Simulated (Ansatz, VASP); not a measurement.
# Two plane-wave programs on Si2C

The input INCAR:

```
PREC     = Accurate       # precision mode
ENCUT    = 520            # plane-wave cutoff, eV
EDIFF    = 1E-7           # SCF threshold, eV
ISMEAR   = 0              # smearing method
SIGMA    = 0.1            # smearing width, eV
LREAL    = False          # projectors in reciprocal space
LASPH    = True           # aspherical terms in the spheres
NELM     = 150            # most SCF steps
ALGO     = Normal         # electronic algorithm
ISIF     = 2              # what is computed and relaxed
LWAVE    = False          # write WAVECAR
LCHARG   = True           # write CHGCAR
ISPIN    = 2              # spin polarisation
MAGMOM   = 0 0 0 0 1 1    # initial moments
LORBIT   = 11             # projections on sites
GGA      = PE             # functional
LELF     = True           # ELF
LVHAR    = True         
NBANDS   = 25             # bands
```

File KPOINTS:

```
Automatic mesh
0
Gamma
  6 6 4
```

Contents of POSCAR:

```
Si2C
1.0
    4.7379708900      0.0000000000      0.0000000000
   -2.3689854500      4.1032031600      0.0000000000
    0.0000000000      0.0000000000      4.4448845600
Si C
4 2
Direct
    0.0000000000      0.0000000000      0.0000000000
    0.3333333300      0.0000000000      0.5000000000
    0.0000000000      0.3333333300      0.5000000000
    0.6666666700      0.6666666700      0.5000000000
    0.6666666700      0.3333333300      0.0000000000
    0.3333333300      0.6666666700      0.0000000000
```

Input for Ansatz:

```yaml
crystal:
  lattice:
    - [4.73797089, 0.0, 0.0]
    - [-2.36898545, 4.10320316, 0.0]
    - [0.0, 0.0, 4.44488456]
  atoms:
    - { symbol: Si, position: [0.0, 0.0, 0.0] }
    - { symbol: Si, position: [0.33333333, 0.0, 0.5] }
    - { symbol: Si, position: [0.0, 0.33333333, 0.5] }
    - { symbol: Si, position: [0.66666667, 0.66666667, 0.5] }
    - { symbol: C, position: [0.66666667, 0.33333333, 0.0], spin: 1.0 }
    - { symbol: C, position: [0.33333333, 0.66666667, 0.0], spin: 1.0 }
basis:
  ecutwfc: 420
kpoints:
  mp_grid: { grid: [6, 6, 4] }
hamiltonian:
  xc: pbe
scf:
  occupations: { method: gaussian, width: 0.1 }
  lower_state_search: "off"
output:
  forces: true
  stress: true
  eigenvalues: true
  populations: true
magnetization:
  spin_polarized: true
```

Alike in both runs: task single point; functional PBE; k mesh 6 × 6 × 4; occupations gaussian, width 0.1 eV; collinear spin.

|  | VASP | Ansatz |
| --- | --- | --- |
| version | VASP 6.6.1 | Ansatz 0.2.0 |
| potentials or method | VASP PAW PBE potentials, release 64 (Si, C), cutoff 520 eV | scalar-relativistic, plane waves, PAW |
| valence electrons in the cell | 24 | 24 |

Ansatz gave:

| Quantity | Value |
| --- | --- |
| gap on the k mesh at the Fermi level (eV) | none |
| pressure (GPa) | -16.5 |
| traceless stress, the component that is largest in VASP (GPa) | -2.07 |
| rms of the force components (eV/Å) | 0.209 |
| net moment per atom (μB) | 0.00 |

**Question.** Which values does VASP return?

**Answer.** gap on the k mesh at the Fermi level (eV): none; pressure (GPa): -16.5; traceless stress, the component that is largest in VASP (GPa): -2.07; rms of the force components (eV/Å): 0.208; net moment per atom (μB): 0.00.

Atom by atom the forces differ by 0.001 eV/Å (rms over components). A gap of «none» marks a metal or a gap that the smearing closes. Ansatz's warnings: seeded moment not kept.
